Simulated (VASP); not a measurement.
Here is a VASP 6.6.1 calculation.

The input INCAR:

```
PREC     = Accurate       # precision mode
ENCUT    = 520            # plane-wave cutoff, eV
EDIFF    = 1E-8           # SCF threshold, eV
ISMEAR   = -1             # smearing method
SIGMA    = 0.05           # smearing width, eV
LREAL    = False          # projectors in reciprocal space
LASPH    = True           # aspherical terms in the spheres
NELM     = 100            # most SCF steps
ALGO     = Normal         # electronic algorithm
ISIF     = 2              # what is computed and relaxed
LWAVE    = False          # write WAVECAR
LCHARG   = False          # write CHGCAR
GGA      = CA             # functional
LEFG     = True         
NBANDS   = 20             # bands
```

File KPOINTS:

```
regular mesh
0
Gamma
  15 15 15
```

The input POSCAR:

```
MoS2
1.0
    1.5498703497      0.8948180636      6.1233300000
   -1.5498703497      0.8948180636      6.1233300000
    0.0000000000     -1.7896361271      6.1233300000
Mo S
1 2
Direct
    0.0000000000      0.0000000000      0.0000000000
    0.7484000000      0.7484000000      0.7484000000
    0.5849000000      0.5849000000      0.5849000000
```

Potentials or basis: VASP PAW LDA potentials, release 64 (Mo_sv, S).

Run with:

```bash
$ cat potpaw_LDA.64/Mo_sv/POTCAR potpaw_LDA.64/S/POTCAR > POTCAR
$ mpirun -np 1 vasp_std > vasp.out
```

Predict the pressure.

8.6 GPa.

Estimate the largest force.

1.341 eV/Å.

Estimate the band gap on the k mesh.

0.92 eV (least direct gap 1.83 eV).

Electric field gradients, principal values (V/Å²):
```csv
atom,least,middle,greatest (by size)
1 Mo,47.453,47.453,-94.907
2 S,32.115,32.115,-64.230
3 S,31.347,31.347,-62.694
```

Caveat: the cell differs from its parent crystal (equal xx and yy strain of -2 %); the cell stands under pressure; without QUAD_EFG the Cq values of the log hold for a quadrupole moment of 1 mb, not for the nuclei; an odd mesh through Γ misses points on the zone boundary, where band edges can lie; forces of over 1 eV/Å act on the atoms, so gaps and moduli don't describe the material at rest.
